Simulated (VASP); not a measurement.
## Zr: single point with PBE

The system is Zr.

```
CELL_PARAMETERS angstrom
2.52822 0.00000 0.00000
0.00000 2.52822 0.00000
0.00000 0.00000 2.52822
ATOMIC_POSITIONS crystal
Zr 0.00000 0.00000 0.00000
```

```json
{
  "Program": "VASP 6.6.1",
  "Task": "single point",
  "Functional": "PBE",
  "Potentials or basis": "VASP PAW PBE potentials, release 64 (Zr_sv)",
  "Cutoff": "520 eV",
  "k mesh": "15 × 15 × 15",
  "Occupations": "fermi-dirac, width 0.05 eV",
  "Spin": "no spin polarisation"
}
```

```
Pressure               : 64.5 GPa
Band gap on the k mesh : zero (band 6 reaches 14.65 eV, above the bottom of band 7 at 10.16 eV)
```

Levels at points of the mesh, in eV from the Fermi level:
```csv
k point,band 3,band 4,band 5,band 6,band 7,band 8,band 9,band 10
"(0.00, 0.00, 0.00)",-24.86,-24.86,-5.28,-3.16,-3.16,8.61,8.61,8.61
```

Wall time 11 s on 1 thread of Intel Xeon 6975P-C (shared host), peak memory 0.14 GiB.
